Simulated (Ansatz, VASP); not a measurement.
Two plane-wave programs on Na

INCAR

```
SYSTEM = Na
ALGO = Normal ; EDIFF = 1E-6
ENCUT = 520 ; GGA = PE
ISIF = 2 ; ISMEAR = 0
LASPH = .True. ; LCHARG = .True.
LELF = .True. ; LREAL = .False.
LVHAR = .True. ; LWAVE = .False.
NBANDS = 14 ; NELM = 80
PREC = Accurate ; SIGMA = 0.1
```

Contents of KPOINTS:

```
k-points
0
Gamma
  15 15 8
  0 0 0
```

Contents of POSCAR:

```
Na
1.0
    3.8241087327      0.0000000000      0.0000000000
   -1.9120543664      3.3117753094      0.0000000000
    0.0000000000      0.0000000000      5.6934346400
Na
2
Direct
    0.3333333333      0.6666666667      0.2500000000
    0.6666666667      0.3333333333      0.7500000000
```

Input for Ansatz:

```yaml
crystal:
  lattice:
    - [3.8241087327, 0.0, 0.0]
    - [-1.9120543664, 3.3117753094, 0.0]
    - [0.0, 0.0, 5.69343464]
  atoms:
    - { symbol: Na, position: [0.3333333333, 0.6666666667, 0.25] }
    - { symbol: Na, position: [0.6666666667, 0.3333333333, 0.75] }
basis:
  ecutwfc: 420
kpoints:
  mp_grid: { grid: [15, 15, 8] }
hamiltonian:
  xc: pbe
scf:
  occupations: { method: gaussian, width: 0.1 }
output:
  forces: true
  stress: true
  eigenvalues: true
  populations: true
```

Alike in both runs: task single point; functional PBE; k mesh 15 × 15 × 8; occupations gaussian, width 0.1 eV; no spin polarisation.

|  | VASP | Ansatz |
| --- | --- | --- |
| version | VASP 6.6.1 | Ansatz 0.2.0 |
| potentials or method | VASP PAW PBE potentials, release 64 (Na_pv), cutoff 520 eV | scalar-relativistic, plane waves, PAW |
| valence electrons in the cell | 14 | 18 |

Ansatz gave:

* gap on the k mesh at the Fermi level (eV): none
* pressure (GPa): 0.3
* traceless stress, the component that is largest in VASP (GPa): 0.54

Estimate VASP's values.

gap on the k mesh at the Fermi level (eV): none; pressure (GPa): 0.2; traceless stress, the component that is largest in VASP (GPa): 0.55.

A gap of «none» marks a metal or a gap that the smearing closes. With one functional, cell and mesh, what is left measures potentials, basis and numerics. VASP's potentials hold 14 valence electrons a cell and Ansatz's 18, so a difference there can come from the potentials and not from the codes.
